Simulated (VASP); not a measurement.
Write the native input for VASP 6.6.1 that does the following.

```yaml
Task: single point
Functional: PBEsol
Potentials_or_basis: VASP PAW PBE potentials, release 64 (Ga_d)
Cutoff: 520 eV
k_mesh: 14 × 14 × 14
Occupations: fermi-dirac, width 0.1 eV
Spin: no spin polarisation
Dipole_correction: no
Further_INCAR_settings: ALGO = Normal; EDIFF = 1e-06; NBANDS = 12
```

The structure of Ga lies in POSCAR:

```
Ga
1.0
    2.5664787711      0.0000000000      0.0000000000
    0.0000000000      2.5664787711      0.0000000000
    0.0000000000      0.0000000000      2.5664787711
Ga
1
Direct
    0.0000000000      0.0000000000      0.0000000000
```

These files were run (other wordings do the same):

INCAR

```
  PREC = Accurate
  ENCUT = 520
  EDIFF = 1E-6
  ISMEAR = -1
  SIGMA = 0.1
  LREAL = F
  LASPH = T
  NELM = 80
  ALGO = Normal
  ISIF = 2
  LWAVE = F
  LCHARG = F
  GGA = PS
  NBANDS = 12
```

KPOINTS

```
Automatic mesh
0
Gamma
  14 14 14
```

Potentials or basis: VASP PAW PBE potentials, release 64 (Ga_d).

Run with:

```console
$ cat potpaw_PBE.64/Ga_d/POTCAR > POTCAR
$ mpirun -np 1 vasp_std > vasp.out
```

It gave:

```json
{"Pressure": "8.0 GPa"}
```

Caveat: the PAW data sets were made with another functional, which shifts forces and pressure a little.

Wall time 23 s on 1 thread of Intel Xeon 8259CL, with other jobs on the host, peak memory 0.14 GiB.
